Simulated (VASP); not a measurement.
# Lu: single point with BLYP

The system is Lu.

```
Lu
1.0
    -2.28292    1.86979    1.66944
     1.86979   -2.28292    1.66944
     4.09099    4.09099   -2.42608
Lu
2
Direct
  0.95839 0.04161 0.00000
  0.79161 0.20839 0.50000
```

```json
{
 "Program": "VASP 6.6.1",
 "Task": "single point",
 "Functional": "BLYP",
 "Potentials or basis": "VASP PAW PBE potentials, release 64 (Lu)",
 "Cutoff": "520 eV",
 "k mesh": "13 × 13 × 7",
 "Occupations": "fermi-dirac, width 0.1 eV",
 "Spin": "no spin polarisation",
 "Dipole correction": "no",
 "Further INCAR settings": "ALGO = Normal; EDIFF = 1e-06; NBANDS = 32"
}
```

```json
{
 "Pressure": "7.3 GPa",
 "Band gap on the k mesh": "zero (bands 25 and 26 overlap by 1.81 eV)"
}
```

Stress tensor (GPa, compression positive):
```
7.33 0.06 0.00
0.06 7.33 0.00
0.00 0.00 7.28
```

Levels at points of the mesh, in eV from the Fermi level:
| k point | band 21 | band 22 | band 23 | band 24 | band 25 | band 26 | band 27 | band 28 | band 29 | band 30 |
| --- | --- | --- | --- | --- | --- | --- | --- | --- | --- | --- |
| (0.00, 0.00, 0.00) | -4.78 | -4.76 | -4.75 | -2.56 | 1.25 | 2.13 | 2.14 | 2.63 | 2.95 | 2.96 |

Wall time 14 min on 1 thread of Intel Xeon 8259CL, on a shared host, peak memory 0.54 GiB.

Caveat: the cell stands under pressure; the PAW data sets were made with another functional, which shifts forces and pressure a little; spin-orbit coupling is left out, which moves the levels of the heavy elements.
